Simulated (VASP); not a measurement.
La, 1 atom in the cell. The structure is cubic, space group Im-3m (No. 229). Conventional cell: a = 4.220 Å, b = 4.220 Å, c = 4.220 Å, α = 90.00°, β = 90.00°, γ = 90.00°. La (site symmetry m-3m) has 14 La at 3.66 to 4.22 Å within 4.8 Å. This isn't the form of La at room conditions, which is double hcp.

```yaml
Program: VASP 6.6.1
Task: single point
Functional: PBE
Potentials_or_basis: VASP PAW PBE potentials, release 64 (La)
Cutoff: 500 eV
k_mesh: 13 × 13 × 13
Occupations: fermi-dirac, width 0.08 eV
Spin: no spin polarisation
Dipole_correction: no
Further_INCAR_settings: ALGO = Normal; EDIFF = 1e-06; NBANDS = 12
```

Potentials or basis: VASP PAW PBE potentials, release 64 (La).

Run with:

```console
$ cat potpaw_PBE.64/La/POTCAR > POTCAR
$ mpirun -np 1 vasp_std > vasp.out
```

Hardware: 1 thread of AMD EPYC 7R43 64-Core Processor (Zen 3), on a shared host.

Task: Estimate the wall time of this run.

Result: It took 76 s on 1 thread of AMD EPYC 7R43 64-Core Processor (Zen 3) (shared host), peak memory 0.16 GiB. Counts: scf iterations 17, k points 84.
